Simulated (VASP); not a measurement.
Runs of VASP 6.6.1 on Pt. The structure is that of space group Fmmm (No. 69), or close to it. The cells are those of the table. 

| cell | further INCAR settings | gap on the mesh (eV) | pressure (GPa) |
| --- | --- | --- | --- |
| a = 2.979, b = 2.440 Å, angles 109.6, 116.8, 109.6°, 1 atom | ALGO = Fast; EDIFF = 1e-07; NBANDS = 11 | none | 34.5 |
| a = 2.840, b = 2.569 Å, angles 109.5, 113.3, 109.5°, 1 atom | ALGO = Fast; EDIFF = 1e-06; NBANDS = 11 | none | 8.6 |
| a = 2.909, b = 2.504 Å, angles 109.5, 115.1, 109.5°, 1 atom | ALGO = Fast; EDIFF = 1e-06; NBANDS = 11 | none | (b) |
| a = 2.914, b = 2.510, c = 3.045 Å, angles 111.5, 116.8, 109.2°, 1 atom | ALGO = Fast; EDIFF = 1e-07; NBANDS = 11 | none | (a) |
| a = 2.843, b = 2.573, c = 2.976 Å, angles 111.5, 115.1, 109.3°, 1 atom | ALGO = Fast; EDIFF = 1e-06; NBANDS = 11 | none | 21.9 |

Alike in all rows: task single point; level PBEsol; potentials or basis VASP PAW PBE potentials, release 64 (Pt); no spin polarisation; k mesh 20 × 20 × 20; cutoff (eV) 520; smearing gaussian 0.15 eV.

Estimate the missing entries.

(a) 37.0; (b) 19.5.

Caveats: the cell stands under pressure; the PAW data sets were made with another functional, which shifts forces and pressure a little; spin-orbit coupling is left out, which moves the levels of the heavy elements.

A k mesh can miss the band edges, and the runs leave out spin-orbit coupling on Pt.

A gap of «none» marks levels without a gap at the run's occupations.
